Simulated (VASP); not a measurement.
# CaYS6 (Pm-3m) in VASP: single point with PBE

Aim: the single point of CaYS6 with PBE.

All numbers are computed with VASP 6.6.1; they aren't measurements. Logs are shortened: lines on timing, memory, paths and dates and some standing lists are left out, and cuts for length are marked.

### Step 1. The cell of the first run

Symmetry: Pm-3m, No. 221, cubic system. The conventional cell has a = 5.536 Å, b = 5.536 Å, c = 5.536 Å, α = 90.00°, β = 90.00°, γ = 90.00°. Within 3.6 Å of Ca (site symmetry m-3m) lie 6 S at 2.77 Å. Y (site symmetry m-3m) has 6 S at 2.77 Å within 3.6 Å. Within 3.6 Å of S (site symmetry 4/mmm) lie 2 Y at 2.77 Å and 4 S at 2.77 Å. S (site symmetry 4/mmm) has 2 Ca at 2.77 Å and 4 S at 2.77 Å within 3.6 Å.

The cell was built from a structure type or drawn by symmetry, and may not be a known phase.

### Step 2. Single point, PBE

INCAR

```
SYSTEM = CaYS6
  PREC = Accurate
  ENCUT = 520
  EDIFF = 1E-7
  ISMEAR = 0
  SIGMA = 0.1
  LREAL = .False.
  LASPH = .True.
  NELM = 100
  ALGO = Fast
  ISIF = 2
  LWAVE = .False.
  LCHARG = .False.
  GGA = PE
  NBANDS = 38
```

KPOINTS

```
regular mesh
0
Gamma
  8 8 8
  0 0 0
```

POSCAR

```
CaYS6
1.0
    5.5364538201      0.0000000000      0.0000000000
    0.0000000000      5.5364538201      0.0000000000
    0.0000000000      0.0000000000      5.5364538201
Ca Y S
1 1 6
Direct
    0.0000000000      0.0000000000      0.0000000000
    0.5000000000      0.5000000000      0.5000000000
    0.0000000000      0.5000000000      0.5000000000
    0.5000000000      0.0000000000      0.5000000000
    0.5000000000      0.5000000000      0.0000000000
    0.5000000000      0.0000000000      0.0000000000
    0.0000000000      0.5000000000      0.0000000000
    0.0000000000      0.0000000000      0.5000000000
```

Potentials or basis: VASP PAW PBE potentials, release 64 (Ca_sv, Y_sv, S).

Started as:

```sh
> cat potpaw_PBE.64/Ca_sv/POTCAR potpaw_PBE.64/Y_sv/POTCAR potpaw_PBE.64/S/POTCAR > POTCAR
> mpirun -np 1 vasp_std > vasp.out
```

OUTCAR:

```text
SYSTEM = CaYS6
   PREC = Accurate
   ENCUT = 520
   EDIFF = 1E-7
   ISMEAR = 0
   LREAL = .False.
   LASPH = .True.
   NELM = 100
   ISIF = 2
   GGA = PE

 ion  position               nearest neighbor table
   1  0.000  0.000  0.000-   6 2.77   7 2.77   8 2.77   8 2.77   7 2.77   6 2.77
   2  0.500  0.500  0.500-   3 2.77   4 2.77   5 2.77   5 2.77   4 2.77   3 2.77
   3  0.000  0.500  0.500-   2 2.77   7 2.77   8 2.77   7 2.77   8 2.77   2 2.77
   4  0.500  0.000  0.500-   2 2.77   6 2.77   8 2.77   6 2.77   2 2.77   8 2.77
   5  0.500  0.500  0.000-   2 2.77   6 2.77   7 2.77   2 2.77   6 2.77   7 2.77
   6  0.500  0.000  0.000-   1 2.77   4 2.77   5 2.77   4 2.77   5 2.77   1 2.77
   7  0.000  0.500  0.000-   1 2.77   3 2.77   5 2.77   3 2.77   1 2.77   5 2.77
   8  0.000  0.000  0.500-   1 2.77   3 2.77   4 2.77   1 2.77   3 2.77   4 2.77

  LATTYP: Found a simple cubic cell.
 ALAT       =     5.5364538201

  Lattice vectors:

 A1 = (   5.5364538201,   0.0000000000,   0.0000000000)
 A2 = (   0.0000000000,   5.5364538201,   0.0000000000)
 A3 = (   0.0000000000,   0.0000000000,   5.5364538201)

Analysis of symmetry for initial positions (statically):
=====================================================================
 Subroutine PRICEL returns:
 Original cell was already a primitive cell.

 Routine SETGRP: Setting up the symmetry group for a
 simple cubic supercell.

 Subroutine GETGRP returns: Found 48 space group operations
 (whereof 48 operations were pure point group operations)
 out of a pool of 48 trial point group operations.

The static configuration has the point symmetry O_h .

Analysis of symmetry for dynamics (positions and initial velocities):
=====================================================================
 Subroutine PRICEL returns:
 Original cell was already a primitive cell.

 Routine SETGRP: Setting up the symmetry group for a
 simple cubic supercell.

 Subroutine GETGRP returns: Found 48 space group operations
 (whereof 48 operations were pure point group operations)
 out of a pool of 48 trial point group operations.

The dynamic configuration has the point symmetry O_h .

 Subroutine INISYM returns: Found 48 space group operations
 (whereof 48 operations are pure point group operations),
 and found     1 'primitive' translations

----------------------------------------------------------------------------------------

                                     Primitive cell

  volume of cell :     169.7052

  direct lattice vectors                    reciprocal lattice vectors
     5.536453820  0.000000000  0.000000000     0.180621032  0.000000000  0.000000000
     0.000000000  5.536453820  0.000000000     0.000000000  0.180621032  0.000000000
     0.000000000  0.000000000  5.536453820     0.000000000  0.000000000  0.180621032

  length of vectors
     5.536453820  5.536453820  5.536453820     0.180621032  0.180621032  0.180621032

  position of ions in fractional coordinates (direct lattice)
     0.000000000  0.000000000  0.000000000
     0.500000000  0.500000000  0.500000000
     0.000000000  0.500000000  0.500000000
     0.500000000  0.000000000  0.500000000
     0.500000000  0.500000000  0.000000000
     0.500000000  0.000000000  0.000000000
     0.000000000  0.500000000  0.000000000
     0.000000000  0.000000000  0.500000000

  ion indices of the primitive-cell ions
   primitive index   ion index
                 1           1
                 2           2
                 3           3
                 4           4
                 5           5
                 6           6
                 7           7
                 8           8

----------------------------------------------------------------------------------------

 KPOINTS: regular mesh

Automatic generation of k-mesh.
 Grid dimensions read from file:
 generate k-points for:    8    8    8

 Generating k-lattice:

  Cartesian coordinates                     Fractional coordinates (reciprocal lattice)
     0.022577629  0.000000000  0.000000000     0.125000000  0.000000000  0.000000000
     0.000000000  0.022577629  0.000000000     0.000000000  0.125000000  0.000000000
     0.000000000  0.000000000  0.022577629     0.000000000  0.000000000  0.125000000

  Length of vectors
     0.022577629  0.022577629  0.022577629

  Shift w.r.t. Gamma in fractional coordinates (k-lattice)
     0.000000000  0.000000000  0.000000000

 Subroutine IBZKPT returns following result:
 ===========================================

 Found     35 irreducible k-points:

 Following reciprocal coordinates:
            Coordinates               Weight
  0.000000  0.000000  0.000000      1.000000
  0.125000  0.000000  0.000000      6.000000
  0.250000  0.000000  0.000000      6.000000
  0.375000  0.000000  0.000000      6.000000
  0.500000  0.000000  0.000000      3.000000
  0.125000  0.125000  0.000000     12.000000
[... 16 lines left out ...]
  0.375000  0.375000  0.125000     24.000000
  0.500000  0.375000  0.125000     24.000000
 [... further k-points ...]
   k-points           NKPTS =     35   k-points in BZ     NKDIM =     35   number of bands    NBANDS=     38
   number of dos      NEDOS =    301   number of ions     NIONS =      8
   total plane-waves  NPLWV =  74088
   dimension x,y,z NGX =    42 NGY =   42 NGZ =   42
   dimension x,y,z NGXF=    84 NGYF=   84 NGZF=   84
   ions per type =               1   1   6
   NGX,Y,Z   is equivalent  to a cutoff of  12.61, 12.61, 12.61 a.u.
   NGXF,Y,Z  is equivalent  to a cutoff of  25.22, 25.22, 25.22 a.u.
 SYSTEM =  CaYS6
   PREC   = accura    normal or accurate (medium, high low for compatibility)
   ISTART =      0    job   : 0-new  1-cont  2-samecut
   ICHARG =      2    charge: 1-file 2-atom 10-const
   ISPIN  =      1    spin polarized calculation?
   LNONCOLLINEAR =      F non collinear calculations
   LSORBIT =      F    spin-orbit coupling
   LASPH  =      T    aspherical Exc in radial PAW
   ENCUT  =  520.0 eV  38.22 Ry    6.18 a.u.  10.29 10.29 10.29*2*pi/ulx,y,z
   NELM   =    100;   NELMIN=  2; NELMDL= -5     # of ELM steps
   EDIFF  = 0.1E-06   stopping-criterion for ELM
   LREAL  =      F    real-space projection
   EDIFFG = 0.1E-05   stopping-criterion for IOM
   NSW    =      0    number of steps for IOM
   IBRION =     -1    ionic relax: 0-MD 1-quasi-New 2-CG
   NFREE  =      0    steps in history (QN), initial steepest desc. (CG)
   ISIF   =      2    stress and relaxation
   ISYM   =      2    0-nonsym 1-usesym 2-fastsym
   POTIM  = 0.5000    time-step for ionic-motion
   TEBEG  =    0.0;   TEEND  =   0.0 temperature during run
   PSTRESS=    0.0 pullay stress
   NELECT =      57.0000    total number of electrons
   NUPDOWN=      -1.0000    fix difference up-down
   EMIN   =  10.00;   EMAX   =-10.00  energy-range for DOS
   EFERMI =   0.00;   METHOD = LEGACY
   ISMEAR =     0;   SIGMA  =   0.10  broadening in eV -4-tet -1-fermi 0-gaus
   EFERMI_NEDOS =   21; number of points for ismear=-14 and -15
   IALGO  =     68    algorithm
   IMIX   =      4    mixing-type and parameters
     AMIX     =   0.40;   BMIX     =  1.00
     AMIX_MAG =   1.60;   BMIX_MAG =  1.00
  volume/ion in A,a.u.               =      21.21       143.15
  Fermi-wavevector in a.u.,A,eV,Ry     =   1.137980  2.150471 17.619535  1.294999
  Thomas-Fermi vector in A             =   2.274685
   LORBIT       =      0    0 simple, 1 ext, 2 COOP (PROOUT), +10 PAW based schemes
   GGA     = PE    functional components
   LHFCALC =     F    Hartree Fock is set to
   AEXX    =    0.0000 exact exchange contribution
   IVDW    =     0    specifies the selected vdW correction
   LEPSILON=     F    determine dielectric tensor
   LRPA    =     F    only Hartree local field effects (RPA)
 non-spin polarized calculation
 RMM-DIIS sequential band-by-band and
 Gauss-broadening in eV      SIGMA  =   0.10
  energy-cutoff  :      520.00
  volume of cell :      169.71
 maximum number of plane-waves:      4632
 NGX is ok and might be reduce to    42
   NGX = 21   NGY = 21   NGZ = 21

 number of electron      57.0000021 magnetization

 Free energy of the ion-electron system (eV)
  ---------------------------------------------------
  ext. energy  EPLUGINS =         0.00000000
  ---------------------------------------------------
  free energy    TOTEN  =       -38.90214246 eV

  energy without entropy =      -38.86588369  energy(sigma->0) =      -38.88401307

 E-fermi :   5.2513     XC(G=0):  -9.7772

 val. band max:        5.2491239704   @ k =   0.5000   0.3750   0.2500
 cond. band min:       5.2535631474   @ k =   0.3750   0.2500   0.2500
 fundamental gap:      0.0044391769
 Fermi energy:         5.2512913917

 k-point     1 :       0.0000    0.0000    0.0000
  band No.  band energies     occupation
      1     -38.7499      2.00000
      2     -35.2273      2.00000
      3     -18.7208      2.00000
      4     -18.7208      2.00000
      5     -18.7208      2.00000
      6     -16.2975      2.00000
[... 30 lines left out ...]
     37       8.1399      0.00000
     38       8.1437      0.00000

 k-point     2 :       0.1250    0.0000    0.0000
  band No.  band energies     occupation
      1     -38.7499      2.00000
      2     -35.2273      2.00000
      3     -18.7236      2.00000
      4     -18.7208      2.00000
      5     -18.7208      2.00000
      6     -16.3003      2.00000
[... 30 lines left out ...]
     37       8.2891      0.00000
     38       8.2951      0.00000

 k-point     3 :       0.2500    0.0000    0.0000
  band No.  band energies     occupation
      1     -38.7499      2.00000
      2     -35.2272      2.00000
      3     -18.7302      2.00000
      4     -18.7206      2.00000
      5     -18.7206      2.00000
      6     -16.3070      2.00000
[... 30 lines left out ...]
     37       8.6713      0.00000
     38       9.5697      0.00000

 k-point     4 :       0.3750    0.0000    0.0000
  band No.  band energies     occupation
      1     -38.7498      2.00000
      2     -35.2272      2.00000
      3     -18.7368      2.00000
      4     -18.7205      2.00000
      5     -18.7205      2.00000
      6     -16.3136      2.00000
[... 30 lines left out ...]
     37       9.0479      0.00000
     38       9.3417      0.00000
[... 703 lines left out ...]
      4     -18.7297      2.00000
      5     -18.7230      2.00000
      6     -16.3158      2.00000
[... 30 lines left out ...]
     37       9.3416      0.00000
     38       9.6157      0.00000

 k-point    23 :       0.3750    0.3750    0.1250
  band No.  band energies     occupation
      1     -38.7497      2.00000
      2     -35.2271      2.00000
      3     -18.7363      2.00000
      4     -18.7363      2.00000
      5     -18.7229      2.00000
      6     -16.3129      2.00000
[... 30 lines left out ...]
     37       9.7616      0.00000
     38       9.9192      0.00000

 k-point    24 :       0.5000    0.3750    0.1250
  band No.  band energies     occupation
      1     -38.7497      2.00000
      2     -35.2270      2.00000
      3     -18.7390      2.00000
      4     -18.7362      2.00000
      5     -18.7228      2.00000
      6     -16.3155      2.00000
[... 30 lines left out ...]
     37       9.9069      0.00000
     38      10.0314      0.00000

 [... further k-points ...]

------------------------ aborting loop because EDIFF is reached ----------------------------------------

  FORCE on cell =-STRESS in cart. coord.  units (eV):
  Direction    XX          YY          ZZ          XY          YZ          ZX
  --------------------------------------------------------------------------------------
  -------------------------------------------------------------------------------------
  Total       -0.0221992     -0.0221992     -0.0221992     -0.0000000     -0.0000000     -0.0000000
  in kB       -0.2095811     -0.2095811     -0.2095811     -0.0000000     -0.0000000     -0.0000000
  external PRESSURE =      -0.2095811 kB  Pullay stress =       0.0000000 kB

 VOLUME and BASIS-vectors are now :
 -----------------------------------------------------------------------------
  energy-cutoff  :      520.00
  volume of cell :      169.71
      direct lattice vectors                 reciprocal lattice vectors
     5.536453820  0.000000000  0.000000000     0.180621032  0.000000000  0.000000000
     0.000000000  5.536453820  0.000000000     0.000000000  0.180621032  0.000000000
     0.000000000  0.000000000  5.536453820     0.000000000  0.000000000  0.180621032

 POSITION                                       TOTAL-FORCE (eV/Angst)
 -----------------------------------------------------------------------------------
      0.00000      0.00000      0.00000         0.000000      0.000000      0.000000
      2.76823      2.76823      2.76823         0.000000      0.000000      0.000000
      0.00000      2.76823      2.76823         0.000000      0.000000      0.000000
      2.76823      0.00000      2.76823         0.000000      0.000000      0.000000
      2.76823      2.76823      0.00000         0.000000      0.000000      0.000000
      2.76823      0.00000      0.00000         0.000000      0.000000      0.000000
      0.00000      2.76823      0.00000         0.000000      0.000000      0.000000
      0.00000      0.00000      2.76823         0.000000      0.000000      0.000000
 -----------------------------------------------------------------------------------
    total drift:                                0.000000      0.000000     -0.000000

  FREE ENERGIE OF THE ION-ELECTRON SYSTEM (eV)
  ---------------------------------------------------
  free  energy   TOTEN  =       -38.9021424626 eV

  energy  without entropy=      -38.8658836854  energy(sigma->0) =      -38.88401307
```

It took 11 min on 1 thread of AMD EPYC 7R13 (Zen 3), shared host; peak memory 0.38 GiB.

Results:

```yaml
Free_energy: -38.9021 eV
Pressure: 0.0 GPa
Band_gap_on_the_k_mesh: zero (an odd number of electrons rules out a gap without spin polarisation)
```
